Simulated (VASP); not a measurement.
# Pd (Fm-3m) in VASP: a series of runs

The runs below take Pd through single point, with r2SCAN.

All numbers are computed with VASP 6.6.1; they aren't measurements. Logs are shortened: lines on timing, memory, paths and dates and some standing lists are left out, and cuts for length are marked.

**1. The cell of the first run**

Symmetry: Fm-3m, No. 225, cubic system. The conventional cell has a = 3.834 Å, b = 3.834 Å, c = 3.834 Å, α = 90.00°, β = 90.00°, γ = 90.00°. Pd (site symmetry m-3m) has 12 Pd at 2.71 Å within 3.6 Å.

**2. Single point, r2SCAN**

POSCAR reads:

```
Pd
1.0
    0.0000000000      1.9170581599      1.9170581599
    1.9170581599      0.0000000000      1.9170581599
    1.9170581599      1.9170581599      0.0000000000
Pd
1
Direct
    0.0000000000      0.0000000000      0.0000000000
```

INCAR.step1 reads:

```
SYSTEM = Pd
PREC = Accurate ; ENCUT = 520
ISMEAR = -1 ; SIGMA = 0.1
LREAL = .FALSE. ; LASPH = .TRUE.
NELM = 80 ; NBANDS = 11
GGA = PE ; ALGO = Normal
EDIFF = 1E-4 ; LWAVE = .TRUE.
LCHARG = .FALSE.
```

INCAR.step2 reads:

```
SYSTEM = Pd
PREC = Accurate ; ENCUT = 520
EDIFF = 1E-7 ; ISMEAR = -1
SIGMA = 0.1 ; LREAL = .FALSE.
LASPH = .TRUE. ; NELM = 80
ALGO = Normal ; ISIF = 2
LWAVE = .FALSE. ; LCHARG = .FALSE.
METAGGA = R2SCAN ; LMIXTAU = .TRUE.
NBANDS = 11 ; ISTART = 1
```

KPOINTS reads:

```
regular mesh
0
G
  15 15 15
  0 0 0
```

Potentials or basis: VASP PAW PBE potentials, release 64 (Pd).

The run is started by

```sh
cat potpaw_PBE.64/Pd/POTCAR > POTCAR
cp INCAR.step1 INCAR
mpirun -np 1 vasp_std > vasp.out
cp INCAR.step2 INCAR
mpirun -np 1 vasp_std > vasp.out
```

OUTCAR:

```text
SYSTEM = Pd
   PREC = Accurate
   ENCUT = 520
   EDIFF = 1E-7
   ISMEAR = -1
   LREAL = .FALSE.
   LASPH = .TRUE.
   NELM = 80
   ISIF = 2
   METAGGA = R2SCAN
   ISTART = 1

 ion  position               nearest neighbor table
   1  0.000  0.000  0.000-

  LATTYP: Found a face centered cubic cell.
 ALAT       =     3.8341163198

  Lattice vectors:

 A1 = (   0.0000000000,   1.9170581599,   1.9170581599)
 A2 = (   1.9170581599,   0.0000000000,   1.9170581599)
 A3 = (   1.9170581599,   1.9170581599,   0.0000000000)

Analysis of symmetry for initial positions (statically):
=====================================================================
 Subroutine PRICEL returns:
 Original cell was already a primitive cell.

 Routine SETGRP: Setting up the symmetry group for a
 face centered cubic supercell.

 Subroutine GETGRP returns: Found 48 space group operations
 (whereof 48 operations were pure point group operations)
 out of a pool of 48 trial point group operations.

The static configuration has the point symmetry O_h .

Analysis of symmetry for dynamics (positions and initial velocities):
=====================================================================
 Subroutine PRICEL returns:
 Original cell was already a primitive cell.

 Routine SETGRP: Setting up the symmetry group for a
 face centered cubic supercell.

 Subroutine GETGRP returns: Found 48 space group operations
 (whereof 48 operations were pure point group operations)
 out of a pool of 48 trial point group operations.

The dynamic configuration has the point symmetry O_h .

 Subroutine INISYM returns: Found 48 space group operations
 (whereof 48 operations are pure point group operations),
 and found     1 'primitive' translations

----------------------------------------------------------------------------------------

                                     Primitive cell

  volume of cell :      14.0908

  direct lattice vectors                    reciprocal lattice vectors
     0.000000000  1.917058160  1.917058160    -0.260816292  0.260816292  0.260816292
     1.917058160  0.000000000  1.917058160     0.260816292 -0.260816292  0.260816292
     1.917058160  1.917058160  0.000000000     0.260816292  0.260816292 -0.260816292

  length of vectors
     2.711129650  2.711129650  2.711129650     0.451747068  0.451747068  0.451747068

  position of ions in fractional coordinates (direct lattice)
     0.000000000  0.000000000  0.000000000

  ion indices of the primitive-cell ions
   primitive index   ion index
                 1           1

----------------------------------------------------------------------------------------

 KPOINTS: regular mesh

Automatic generation of k-mesh.
 Grid dimensions read from file:
 generate k-points for:   15   15   15

 Generating k-lattice:

  Cartesian coordinates                     Fractional coordinates (reciprocal lattice)
    -0.017387753  0.017387753  0.017387753     0.066666667  0.000000000  0.000000000
     0.017387753 -0.017387753  0.017387753     0.000000000  0.066666667  0.000000000
     0.017387753  0.017387753 -0.017387753     0.000000000  0.000000000  0.066666667

  Length of vectors
     0.030116471  0.030116471  0.030116471

  Shift w.r.t. Gamma in fractional coordinates (k-lattice)
     0.000000000  0.000000000  0.000000000

 Subroutine IBZKPT returns following result:
 ===========================================

 Found    120 irreducible k-points:

 Following reciprocal coordinates:
            Coordinates               Weight
  0.000000  0.000000  0.000000      1.000000
  0.066667  0.000000  0.000000      8.000000
  0.133333  0.000000  0.000000      8.000000
  0.200000  0.000000  0.000000      8.000000
  0.266667  0.000000  0.000000      8.000000
  0.333333  0.000000  0.000000      8.000000
[... 16 lines left out ...]
  0.133333  0.133333  0.000000      6.000000
  0.200000  0.133333  0.000000     24.000000
 [... further k-points ...]
   k-points           NKPTS =    120   k-points in BZ     NKDIM =    120   number of bands    NBANDS=     11
   number of dos      NEDOS =    301   number of ions     NIONS =      1
   total plane-waves  NPLWV =   8000
   dimension x,y,z NGX =    20 NGY =   20 NGZ =   20
   dimension x,y,z NGXF=    40 NGYF=   40 NGZF=   40
   ions per type =               1
   NGX,Y,Z   is equivalent  to a cutoff of  12.26, 12.26, 12.26 a.u.
   NGXF,Y,Z  is equivalent  to a cutoff of  24.53, 24.53, 24.53 a.u.
 SYSTEM =  Pd
   PREC   = accura    normal or accurate (medium, high low for compatibility)
   ISTART =      1    job   : 0-new  1-cont  2-samecut
   ICHARG =      0    charge: 1-file 2-atom 10-const
   ISPIN  =      1    spin polarized calculation?
   LNONCOLLINEAR =      F non collinear calculations
   LSORBIT =      F    spin-orbit coupling
   LASPH  =      T    aspherical Exc in radial PAW
   ENCUT  =  520.0 eV  38.22 Ry    6.18 a.u.   5.04  5.04  5.04*2*pi/ulx,y,z
   NELM   =     80;   NELMIN=  2; NELMDL=  0     # of ELM steps
   EDIFF  = 0.1E-06   stopping-criterion for ELM
   LREAL  =      F    real-space projection
   EDIFFG = 0.1E-05   stopping-criterion for IOM
   NSW    =      0    number of steps for IOM
   IBRION =     -1    ionic relax: 0-MD 1-quasi-New 2-CG
   NFREE  =      0    steps in history (QN), initial steepest desc. (CG)
   ISIF   =      2    stress and relaxation
   ISYM   =      2    0-nonsym 1-usesym 2-fastsym
   POTIM  = 0.5000    time-step for ionic-motion
   TEBEG  =    0.0;   TEEND  =   0.0 temperature during run
   PSTRESS=    0.0 pullay stress
   NELECT =      10.0000    total number of electrons
   NUPDOWN=      -1.0000    fix difference up-down
   EMIN   =  10.00;   EMAX   =-10.00  energy-range for DOS
   EFERMI =   0.00;   METHOD = LEGACY
   ISMEAR =    -1;   SIGMA  =   0.10  broadening in eV -4-tet -1-fermi 0-gaus
   EFERMI_NEDOS =   21; number of points for ismear=-14 and -15
   IALGO  =     38    algorithm
   IMIX   =      4    mixing-type and parameters
     AMIX     =   0.40;   BMIX     =  1.00
     AMIX_MAG =   1.60;   BMIX_MAG =  1.00
  volume/ion in A,a.u.               =      14.09        95.09
  Fermi-wavevector in a.u.,A,eV,Ry     =   1.460258  2.759487 29.012423  2.132353
  Thomas-Fermi vector in A             =   2.576729
   LORBIT       =      0    0 simple, 1 ext, 2 COOP (PROOUT), +10 PAW based schemes
   METAGGA = R2SCAN    functional components
   LHFCALC =     F    Hartree Fock is set to
   AEXX    =    0.0000 exact exchange contribution
   IVDW    =     0    specifies the selected vdW correction
   LEPSILON=     F    determine dielectric tensor
   LRPA    =     F    only Hartree local field effects (RPA)
 non-spin polarized calculation
  energy-cutoff  :      520.00
  volume of cell :       14.09
 maximum number of plane-waves:       388
   NGX =  9   NGY =  9   NGZ =  9

 number of electron      10.0000005 magnetization

 Free energy of the ion-electron system (eV)
  ---------------------------------------------------
  ext. energy  EPLUGINS =         0.00000000
  ---------------------------------------------------
  free energy    TOTEN  =       -22.94718507 eV

  energy without entropy =      -22.89223702  energy(sigma->0) =      -22.91971104

 E-fermi :  10.4181     XC(G=0): -14.4780

 val. band max:       10.4092208876   @ k =  -0.4667   0.2667   0.0000
 cond. band min:      10.4216863792   @ k =  -0.4667   0.3333   0.0667
 fundamental gap:      0.0124654916
 Fermi energy:        10.4181078361

 k-point     1 :       0.0000    0.0000    0.0000
  band No.  band energies     occupation
      1       2.8295      2.00000
      2       7.2550      2.00000
      3       7.2550      2.00000
      4       7.2550      2.00000
      5       8.9962      2.00000
      6       8.9962      2.00000
      7      28.4464      0.00000
      8      32.6854      0.00000
      9      33.7149      0.00000
     10      33.7149      0.00000
     11      33.7149      0.00000

 k-point     2 :       0.0667    0.0000    0.0000
  band No.  band energies     occupation
      1       3.0037      2.00000
      2       7.1914      2.00000
      3       7.3168      2.00000
      4       7.3168      2.00000
      5       8.9664      2.00000
      6       8.9664      2.00000
      7      28.6413      0.00000
      8      32.5291      0.00000
      9      32.8006      0.00000
     10      33.9243      0.00000
     11      33.9243      0.00000

 k-point     3 :       0.1333    0.0000    0.0000
  band No.  band energies     occupation
      1       3.4934      2.00000
      2       7.0516      2.00000
      3       7.4649      2.00000
      4       7.4649      2.00000
      5       8.9191      2.00000
      6       8.9191      2.00000
      7      29.0115      0.00000
      8      30.6378      0.00000
      9      32.7084      0.00000
     10      34.5082      0.00000
     11      34.5082      0.00000

 k-point     4 :       0.2000    0.0000    0.0000
  band No.  band energies     occupation
      1       4.1585      2.00000
      2       7.0166      2.00000
      3       7.5784      2.00000
      4       7.5784      2.00000
      5       8.9824      2.00000
      6       8.9824      2.00000
      7      27.8464      0.00000
      8      29.8254      0.00000
      9      32.7011      0.00000
     10      35.2997      0.00000
     11      35.2997      0.00000
[... 239 lines left out ...]
 k-point    22 :      -0.0667    0.0667    0.0000
  band No.  band energies     occupation
      1       3.2851      2.00000
      2       7.0695      2.00000
      3       7.4025      2.00000
      4       7.4480      2.00000
      5       8.8267      2.00000
      6       9.0308      2.00000
      7      28.9234      0.00000
      8      31.6107      0.00000
      9      32.7195      0.00000
     10      33.5142      0.00000
     11      34.6150      0.00000

 k-point    23 :       0.1333    0.1333    0.0000
  band No.  band energies     occupation
      1       3.7177      2.00000
      2       6.7621      2.00000
      3       7.6841      2.00000
      4       7.6841      2.00000
      5       8.5184      2.00000
      6       9.1968      1.99999
      7      29.4601      0.00000
      8      31.6441      0.00000
      9      32.7190      0.00000
     10      32.9873      0.00000
     11      32.9873      0.00000

 k-point    24 :       0.2000    0.1333    0.0000
  band No.  band energies     occupation
      1       4.2434      2.00000
      2       6.5466      2.00000
      3       7.8214      2.00000
      4       7.8901      2.00000
      5       8.4778      2.00000
      6       9.3110      1.99997
      7      29.5972      0.00000
      8      30.3523      0.00000
      9      32.5108      0.00000
     10      32.6924      0.00000
     11      33.2843      0.00000

 [... further k-points ...]
[... 5 lines left out ...]
  --------------------------------------------------------------------------------------
  -------------------------------------------------------------------------------------
  Total        1.1952922      1.1952922      1.1952922     -0.0000000      0.0000000      0.0000000
  in kB      135.9091818    135.9091818    135.9091818     -0.0000000      0.0000000      0.0000000
  external PRESSURE =     135.9091818 kB  Pullay stress =       0.0000000 kB

 VOLUME and BASIS-vectors are now :
 -----------------------------------------------------------------------------
  energy-cutoff  :      520.00
  volume of cell :       14.09
      direct lattice vectors                 reciprocal lattice vectors
     0.000000000  1.917058160  1.917058160    -0.260816292  0.260816292  0.260816292
     1.917058160  0.000000000  1.917058160     0.260816292 -0.260816292  0.260816292
     1.917058160  1.917058160  0.000000000     0.260816292  0.260816292 -0.260816292

 POSITION                                       TOTAL-FORCE (eV/Angst)
 -----------------------------------------------------------------------------------
      0.00000      0.00000      0.00000        -0.000000     -0.000000      0.000000
 -----------------------------------------------------------------------------------
    total drift:                                0.000000     -0.000000      0.000000

  FREE ENERGIE OF THE ION-ELECTRON SYSTEM (eV)
  ---------------------------------------------------
  free  energy   TOTEN  =       -22.9471850750 eV

  energy  without entropy=      -22.8922370150  energy(sigma->0) =      -22.91971104
```

Run time: 45 s. Hardware: 1 thread of Intel Xeon Platinum 8559C (Emerald Rapids), shared host; peak memory 0.13 GiB.

What came out:

- Free energy: -22.9472 eV
- Pressure: 13.6 GPa
- Band gap on the k mesh: zero (band 5 reaches 10.70 eV, above the bottom of band 6 at 8.92 eV)

Caveat: the PAW data sets were made with another functional, which shifts forces and pressure a little.

(Part 1 of 2 ends here.)
